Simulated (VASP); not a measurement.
Input of a VASP 6.6.1 run:

File INCAR:

```
PREC     = Accurate       # precision mode
ENCUT    = 520            # plane-wave cutoff, eV
EDIFF    = 1E-6           # SCF threshold, eV
ISMEAR   = 0              # smearing method
SIGMA    = 0.05           # smearing width, eV
LREAL    = False          # projectors in reciprocal space
LASPH    = True           # aspherical terms in the spheres
NELM     = 150            # most SCF steps
ALGO     = Normal         # electronic algorithm
ISIF     = 2              # what is computed and relaxed
LWAVE    = False          # write WAVECAR
LCHARG   = False          # write CHGCAR
ISPIN    = 2              # spin polarisation
MAGMOM   = 0 0 0 0 0 0 0 0 0 0 0 0 1 # initial moments
LORBIT   = 11             # projections on sites
LMAXMIX  = 4              # l up to which the mixer works
LDIPOL   = True         
IDIPOL   = 3            
DIPOL    = 0.5 0.5 0.464
GGA      = PE             # functional
IVDW     = 12             # dispersion correction
NBANDS   = 68             # bands
```

Contents of KPOINTS:

```
regular mesh
0
Gamma
  3 3 1
```

Contents of POSCAR:

```
Mo4HS8
1.0
    6.3058975174      0.0000000000      0.0000000000
   -3.1529487587      5.4610674438      0.0000000000
    0.0000000000      0.0000000000     21.1272323976
S Mo H
8 4 1
Direct
    0.6666666667      0.3333333333      0.3786582100
    0.6666666667      0.8333333333      0.3786582100
    0.1666666667      0.3333333333      0.3786582100
    0.1666666667      0.8333333333      0.3786582100
    0.6676852424      0.3323147576      0.5280594316
    0.6676852424      0.8353704848      0.5280594316
    0.1646295152      0.3323147576      0.5280594316
    0.1666666667      0.8333333333      0.5269005303
    0.3311422025      0.1622844050      0.4534831555
    0.3311422025      0.6688577975      0.4534831555
    0.8333333333      0.1666666667      0.4529485720
    0.8377155950      0.6688577975      0.4534831555
    0.1666666667      0.8333333333      0.5941181229
```

Potentials or basis: VASP PAW PBE potentials, release 64 (S, Mo_sv, H).

The run is started by

```sh
$ cat potpaw_PBE.64/S/POTCAR potpaw_PBE.64/Mo_sv/POTCAR potpaw_PBE.64/H/POTCAR > POTCAR
$ mpirun -np 1 vasp_std > vasp.out
```

(1) Predict the dispersion energy per atom.

(2) What does it give for the largest force?

## Answers

(1) -0.301 eV.

(2) 0.426 eV/Å.

Caveat: the k points lie up to 0.38 Å⁻¹ apart; a moment this small can come from the mesh or the smearing.
